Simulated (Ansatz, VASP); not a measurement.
This is a calculation of Ti for VASP 6.6.1.

File POSCAR:

```
Ti
1.0
   -1.6075008044      1.6075008044      1.6075008044
    1.6075008044     -1.6075008044      1.6075008044
    1.6075008044      1.6075008044     -1.6075008044
Ti
1
Direct
    0.0000000000      0.0000000000      0.0000000000
```

The input INCAR.step1:

```
ALGO = Normal ; EDIFF = 1E-4
ENCUT = 520 ; GGA = PE
ISMEAR = -1 ; LASPH = True
LCHARG = False ; LREAL = False
LWAVE = True ; NBANDS = 12
NELM = 60 ; PREC = Accurate
SIGMA = 0.05
```

The input INCAR.step2:

```
ALGO = Normal ; EDIFF = 1E-7
ENCUT = 520 ; ISIF = 2
ISMEAR = -1 ; ISTART = 1
LASPH = True ; LCHARG = True
LELF = True ; LMIXTAU = True
LREAL = False ; LVHAR = True
LWAVE = False ; METAGGA = R2SCAN
NBANDS = 12 ; NELM = 60
PREC = Accurate ; SIGMA = 0.05
```

Contents of KPOINTS:

```
k-points
0
Gamma
  11 11 11
```

Potentials or basis: VASP PAW PBE potentials, release 64 (Ti_sv).

Launch:

```bash
$ cat potpaw_PBE.64/Ti_sv/POTCAR > POTCAR
$ cp INCAR.step1 INCAR
$ mpirun -np 1 vasp_std > vasp.out
$ cp INCAR.step2 INCAR
$ mpirun -np 1 vasp_std > vasp.out
```

**Question.** Translate it to Ansatz 0.2.0. Potentials there: Ansatz PAW.

**Answer.** As run (the cutoff follows the program's own potentials):

Contents of input.yaml:

```yaml
crystal:
  lattice:
    - [-1.6075008044, 1.6075008044, 1.6075008044]
    - [1.6075008044, -1.6075008044, 1.6075008044]
    - [1.6075008044, 1.6075008044, -1.6075008044]
  atoms:
    - { symbol: Ti, position: [0.0, 0.0, 0.0] }
hamiltonian:
  xc: r2scan
  pseudopotentials: { kind: paw }
kpoints:
  mp_grid: { grid: [11, 11, 11] }
scf:
  occupations: { method: fermi_dirac, width: 0.05 }
output:
  forces: true
  stress: true
  eigenvalues: true
```

Potentials or basis: Ansatz PAW.

Run with:

```console
$ ansatz run input.yaml --threads 2 --pin off --max-ram 5632MiB --backend cpu --events-out ev --progress --plain --runs-dir out
```

Both were run:

|  | VASP | Ansatz | Ansatz less VASP |
| --- | --- | --- | --- |
| gap on the k mesh at the Fermi level (eV) | none | none | - |
| pressure (GPa) | 4.6 | 4.1 | -0.49 |

VASP's potentials were made for PBE, not for r2SCAN. A gap of «none» marks a metal or a gap that the smearing closes. With one functional, cell and mesh, what is left measures potentials, basis and numerics.
